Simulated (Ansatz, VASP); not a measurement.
## Ca6F in VASP and in Ansatz

```
CELL_PARAMETERS angstrom
0.00000 4.31271 4.31271
4.31271 0.00000 4.31271
4.31271 4.31271 0.00000
ATOMIC_POSITIONS crystal
Ca 0.22667 0.77333 0.77333
Ca 0.77333 0.22667 0.22667
Ca 0.77333 0.22667 0.77333
Ca 0.22667 0.77333 0.22667
Ca 0.77333 0.77333 0.22667
Ca 0.22667 0.22667 0.77333
F 0.50000 0.50000 0.50000
```

Alike in both runs: task relaxation of cell and atoms; functional PBE; k mesh 4 × 4 × 4; occupations gaussian, width 0.1 eV; no spin polarisation.

|  | VASP | Ansatz |
| --- | --- | --- |
| version | VASP 6.6.1 | Ansatz 0.2.0 |
| potentials or method | VASP PAW PBE potentials, release 64 (Ca_sv, F), cutoff 600 eV | scalar-relativistic, plane waves, PAW |
| valence electrons in the cell | 67 | 67 |

```csv
,VASP,Ansatz,Ansatz less VASP
"gap on the k mesh at the Fermi level, each at its own relaxed structure (eV)",none,none,-
relaxed volume (Å³/atom),40.85,41.93,+1.076
relaxed cell length with the largest relative difference (Å),7.395,7.459,+0.0644
```

A gap of «none» marks a metal or a gap that the smearing closes.

Noted on VASP's run: the volume moved by over 15 % at a fixed basis, so the end points are rough.
